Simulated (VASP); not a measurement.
WSe2, 6 atoms in the cell. The typed cell holds 6 atoms: a = 3.231 Å, b = 3.231 Å, c = 12.417 Å, α = 90.00°, β = 90.00°, γ = 120.00°. 

- Program: VASP 6.6.1
- Task: single point
- Functional: PBEsol
- Dispersion: D3(BJ)
- Potentials or basis: VASP PAW PBE potentials, release 64 (W_sv, Se)
- Cutoff: 520 eV
- k mesh: 12 × 12 × 4
- Occupations: gaussian, width 0.02 eV
- Spin: no spin polarisation
- Dipole correction: no
- Further INCAR settings: ALGO = Normal; EDIFF = 1e-06; NBANDS = 35

Potentials or basis: VASP PAW PBE potentials, release 64 (W_sv, Se).

Command:

```console
$ cat potpaw_PBE.64/W_sv/POTCAR potpaw_PBE.64/Se/POTCAR > POTCAR
$ mpirun -np 1 vasp_std > vasp.out
```

Hardware: 1 thread of Intel Xeon 8259CL, on a shared host.

**Question.** How long does it take, and how much memory?

**Answer.** Run time: 5.8 min on 1 thread of Intel Xeon 8259CL, with other jobs on the host, peak memory 0.38 GiB. Counts: scf iterations 14, k points 69.
